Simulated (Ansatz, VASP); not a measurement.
Al2Ru in VASP and in Ansatz

INCAR

```
SYSTEM = Al2Ru
PREC = Accurate
ENCUT = 520
EDIFF = 1E-7
ISMEAR = 0
SIGMA = 0.1
LREAL = .FALSE.
LASPH = .TRUE.
NELM = 100
ALGO = Fast
ISIF = 2
LWAVE = .FALSE.
LCHARG = .FALSE.
GGA = PS
NBANDS = 17
```

KPOINTS

```
Automatic mesh
0
G
  26 26 26
  0 0 0
```

File POSCAR:

```
Al2Ru
1.0
   -1.5604216200      1.5604216200      4.2218055900
    1.5604216200     -1.5604216200      4.2218055900
    1.5604216200      1.5604216200     -4.2218055900
Al Ru
2 1
Direct
    0.6592021900      0.6592021900      0.0000000000
    0.3407978100      0.3407978100      0.0000000000
    0.0000000000      0.0000000000      0.0000000000
```

Input for Ansatz:

```yaml
crystal:
  lattice:
    - [-1.56042162, 1.56042162, 4.22180559]
    - [1.56042162, -1.56042162, 4.22180559]
    - [1.56042162, 1.56042162, -4.22180559]
  atoms:
    - { symbol: Al, position: [0.65920219, 0.65920219, 0.0] }
    - { symbol: Al, position: [0.34079781, 0.34079781, 0.0] }
    - { symbol: Ru, position: [0.0, 0.0, 0.0] }
basis:
  ecutwfc: 420
kpoints:
  mp_grid: { grid: [26, 26, 26] }
hamiltonian:
  xc: pbesol
scf:
  occupations: { method: gaussian, width: 0.1 }
output:
  forces: true
  stress: true
  eigenvalues: true
```

Alike in both runs: task single point; functional PBEsol; k mesh 26 × 26 × 26; occupations gaussian, width 0.1 eV; no spin polarisation.

|  | VASP | Ansatz |
| --- | --- | --- |
| version | VASP 6.6.1 | Ansatz 0.2.0 |
| potentials or method | VASP PAW PBE potentials, release 64 (Al, Ru_pv), cutoff 520 eV | scalar-relativistic, plane waves, PAW |
| valence electrons in the cell | 20 | 22 |

Ansatz gave:

```
gap on the k mesh at the Fermi level (eV)                     : none
pressure (GPa)                                                : -0.4
traceless stress, the component that is largest in VASP (GPa) : -0.47
rms of the force components (eV/Å)                            : 0.023
```

Question: What did VASP give for the same quantities?

Answer: gap on the k mesh at the Fermi level (eV): none; pressure (GPa): -0.4; traceless stress, the component that is largest in VASP (GPa): -0.45; rms of the force components (eV/Å): 0.023.

VASP's potentials were made for PBE, not for PBEsol. Atom by atom the forces differ by 0.000 eV/Å (rms over components). A gap of «none» marks a metal or a gap that the smearing closes. With one functional, cell and mesh, what is left measures potentials, basis and numerics. VASP's potentials hold 20 valence electrons a cell and Ansatz's 22, so a difference there can come from the potentials and not from the codes.
